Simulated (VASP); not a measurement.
Set up this calculation in VASP 6.6.1, as the native input.

```
Task                   : single point
Functional             : PBE
Potentials or basis    : VASP PAW PBE potentials, release 64 (Hf_pv, S)
Cutoff                 : 520 eV
k mesh                 : 3 × 3 × 4
Occupations            : gaussian, width 0.1 eV
Spin                   : no spin polarisation
Dipole correction      : no
Further INCAR settings : ALGO = Normal; EDIFF = 1e-06; NBANDS = 29
```

The structure of HfS5 lies in POSCAR:

```
HfS5
1.0
    4.6146958803      0.0000000000      0.0000000000
   -2.3073479401      3.9964438631      0.0000000000
    0.0000000000      0.0000000000      7.4275995747
Hf S
1 5
Direct
    0.0000000000      0.0000000000      0.0000000000
    0.5000000000      0.0000000000      0.5000000000
    0.5000000000      0.5000000000      0.5000000000
    0.0000000000      0.5000000000      0.5000000000
    0.3333333333      0.6666666667      0.0000000000
    0.6666666667      0.3333333333      0.0000000000
```

One way to write it, as run:

INCAR

```
SYSTEM = HfS5
PREC = Accurate
ENCUT = 520
EDIFF = 1E-6
ISMEAR = 0
SIGMA = 0.1
LREAL = .FALSE.
LASPH = .TRUE.
NELM = 60
ALGO = Normal
ISIF = 2
LWAVE = .FALSE.
LCHARG = .FALSE.
GGA = PE
NBANDS = 29
```

KPOINTS

```
Automatic mesh
0
G
  3 3 4
  0 0 0
```

Potentials or basis: VASP PAW PBE potentials, release 64 (Hf_pv, S).

The run is started by

```sh
$ cat potpaw_PBE.64/Hf_pv/POTCAR potpaw_PBE.64/S/POTCAR > POTCAR
$ mpirun -np 1 vasp_std > vasp.out
```

Results of the run:

- Pressure: -0.3 GPa
- Band gap on the k mesh: zero (band 20 reaches 5.03 eV, above the bottom of band 21 at 4.22 eV)

Caveat: the k points lie up to 0.52 Å⁻¹ apart; spin-orbit coupling is left out, which moves the levels of the heavy elements.

Run time: 30 s on 1 thread of Intel(R) Xeon(R) Platinum 8488C (Sapphire Rapids) (shared host), peak memory 0.25 GiB.
